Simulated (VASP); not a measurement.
Crystal: InP.

```
In P
1.0
     0.00000    2.93050    2.93050
     2.93050    0.00000    2.93050
     2.93050    2.93050    0.00000
In P
1 1
Direct
  0.00000 0.00000 0.00000
  0.75000 0.75000 0.75000
```

Program: VASP 6.6.1. Alike in all runs: task single point; no spin polarisation; cell as given; k mesh 8 × 8 × 8.

Question: Order these runs on this cell by their pressure, lowest first.
A. level PBE; potentials or basis VASP PAW PBE potentials, release 64 (In_d, P); cutoff (eV) 500; smearing fermi-dirac 0.1 eV
B. level LDA; potentials or basis VASP PAW LDA potentials, release 64 (In_d, P); cutoff (eV) 520; smearing gaussian 0.05 eV
C. level revPBE+D4; potentials or basis VASP PAW PBE potentials, release 64 (In_d, P); cutoff (eV) 520; smearing gaussian 0.05 eV

Answer: B (-1.2 GPa), C (0.7 GPa), A (3.3 GPa).

Caveats: the cell stands under pressure (at least some runs); the PAW data sets were made with another functional, which shifts forces and pressure a little (at least some runs).
